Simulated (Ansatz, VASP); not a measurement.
**One calculation of Fe, two programs**

File INCAR:

```
PREC = Accurate
ENCUT = 600
EDIFF = 1E-6
ISMEAR = -1
SIGMA = 0.05
LREAL = F
LASPH = T
NELM = 200
ALGO = Normal
ISIF = 2
LWAVE = F
LCHARG = F
ISPIN = 2
MAGMOM = 3
LORBIT = 11
LMAXMIX = 4
NBANDS = 18
GGA_COMPAT = F
```

File KPOINTS:

```
Automatic mesh
0
Gamma
  13 13 13
```

Contents of POSCAR:

```
Fe
1.0
   -1.4619890197      1.4619890197      1.4619890197
    1.4619890197     -1.4619890197      1.4619890197
    1.4619890197      1.4619890197     -1.4619890197
Fe
1
Direct
    0.0000000000      0.0000000000      0.0000000000
```

input.yaml

```yaml
crystal:
  lattice:
    - [-1.4619890197, 1.4619890197, 1.4619890197]
    - [1.4619890197, -1.4619890197, 1.4619890197]
    - [1.4619890197, 1.4619890197, -1.4619890197]
  atoms:
    - { symbol: Fe, position: [0.0, 0.0, 0.0], spin: 3.0 }
hamiltonian:
  xc: lda
  pseudopotentials: { kind: paw }
magnetization:
  spin_polarized: true
kpoints:
  mp_grid: { grid: [13, 13, 13] }
scf:
  occupations: { method: fermi_dirac, width: 0.05 }
output:
  forces: true
  stress: true
  eigenvalues: true
```

Alike in both runs: task single point; functional LDA; k mesh 13 × 13 × 13; occupations fermi-dirac, width 0.05 eV; collinear spin.

|  | VASP | Ansatz |
| --- | --- | --- |
| version | VASP 6.6.1 | Ansatz 0.2.0 |
| potentials or method | VASP PAW LDA potentials, release 64 (Fe_sv) | Ansatz PAW |
| plane-wave cutoff (eV) | 600 | 420 |
| valence electrons in the cell | 16 | 16 |

VASP gave:

| Quantity | Value |
| --- | --- |
| gap on the k mesh at the Fermi level (eV) | none |
| net moment per atom (μB) | 2.25 |
| size of the moment on the site where the two differ most (μB) | 2.21 |

Q: Estimate Ansatz's values.

A: gap on the k mesh at the Fermi level (eV): none; net moment per atom (μB): 2.33; size of the moment on the site where the two differ most (μB): 2.36.

LDA's correlation is that of Perdew and Zunger in VASP and of Perdew and Wang (1992) in Ansatz. Site moments also hang on the region over which each program counts them. A gap of «none» marks a metal or a gap that the smearing closes.
